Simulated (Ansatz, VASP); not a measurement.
**Mg3TiN3 in VASP and in Ansatz**

```
CELL_PARAMETERS angstrom
4.30445 0.00000 0.00000
0.00000 4.30445 0.00000
0.00000 0.00000 4.30445
ATOMIC_POSITIONS crystal
Mg 0.00000 0.50000 0.50000
Mg 0.50000 0.00000 0.50000
Mg 0.50000 0.50000 0.00000
Ti 0.00000 0.00000 0.00000
N 0.50000 0.00000 0.00000
N 0.00000 0.50000 0.00000
N 0.00000 0.00000 0.50000
```

Alike in both runs: functional PBE; k mesh 8 × 8 × 8; occupations gaussian, width 0.1 eV; no spin polarisation.

Ansatz relaxed the structure, and its values are those at the end. VASP's run is a single point on that final structure, the one shown.

|  | VASP | Ansatz |
| --- | --- | --- |
| version | VASP 6.6.1 | Ansatz 0.2.0 |
| potentials or method | VASP PAW PBE potentials, release 64 (Mg, Ti_sv, N), cutoff 520 eV | scalar-relativistic, plane waves, PAW |
| valence electrons in the cell | 33 | 57 |

VASP gave:

```
gap on the k mesh at the Fermi level (eV) : none
pressure (GPa)                            : -0.2
```

**Question.** What did Ansatz give for the same quantities?

**Answer.** gap on the k mesh at the Fermi level (eV): none; pressure (GPa): 0.0.

A gap of «none» marks a metal or a gap that the smearing closes. VASP's potentials hold 33 valence electrons a cell and Ansatz's 57, so a difference there can come from the potentials and not from the codes.
